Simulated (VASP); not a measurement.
A run of VASP 6.6.1 is set up as follows.

INCAR

```
SYSTEM = B2P
  PREC = Accurate
  ENCUT = 520
  EDIFF = 1E-6
  ISMEAR = 0
  SIGMA = 0.1
  LREAL = .FALSE.
  LASPH = .TRUE.
  NELM = 60
  ALGO = Normal
  ISIF = 2
  LWAVE = .FALSE.
  LCHARG = .TRUE.
  GGA = PE
  LELF = .TRUE.
  LVHAR = .TRUE.
  NBANDS = 12
```

File KPOINTS:

```
Automatic mesh
0
G
  6 6 6
  0 0 0
```

File POSCAR:

```
B2P
1.0
    1.5078837637      0.8705770987      3.9485040614
   -1.5078837637      0.8705770987      3.9485040614
    0.0000000000     -1.7411541920      3.9485040625
B P
2 1
Direct
    0.4296575095      0.4296575095      0.4296575095
    0.5703424905      0.5703424905      0.5703424905
    0.0000000000      0.0000000000      0.0000000000
```

Potentials or basis: VASP PAW PBE potentials, release 64 (B, P).

The run is started by

```sh
$ cat potpaw_PBE.64/B/POTCAR potpaw_PBE.64/P/POTCAR > POTCAR
$ mpirun -np 1 vasp_std > vasp.out
```

(1) What does it give for the largest force?

(2) Predict the pressure.

Answers

(1) 0.013 eV/Å.

(2) -0.2 GPa.

Caveat: the k points lie up to 0.41 Å⁻¹ apart.
